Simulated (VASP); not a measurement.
Here is a VASP 6.6.1 calculation.

Contents of INCAR:

```
SYSTEM = Ga
PREC = Accurate
ENCUT = 520
EDIFF = 1E-6
ISMEAR = 0
SIGMA = 0.05
LREAL = .False.
LASPH = .True.
NELM = 80
ALGO = Normal
ISIF = 2
LWAVE = .False.
LCHARG = .False.
GGA = PE
NBANDS = 12
```

The input KPOINTS:

```
regular mesh
0
Gamma
  16 16 16
  0 0 0
```

POSCAR

```
Ga
1.0
    0.0000000000      2.1327277978      2.1327277978
    2.1327277978      0.0000000000      2.1327277978
    2.1327277978      2.1327277978      0.0000000000
Ga
1
Direct
    0.0000000000      0.0000000000      0.0000000000
```

Potentials or basis: VASP PAW PBE potentials, release 64 (Ga_d).

Launch:

```sh
$ cat potpaw_PBE.64/Ga_d/POTCAR > POTCAR
$ mpirun -np 1 vasp_std > vasp.out
```

(1) Estimate the pressure.

Results:

(1) -1.0 GPa.
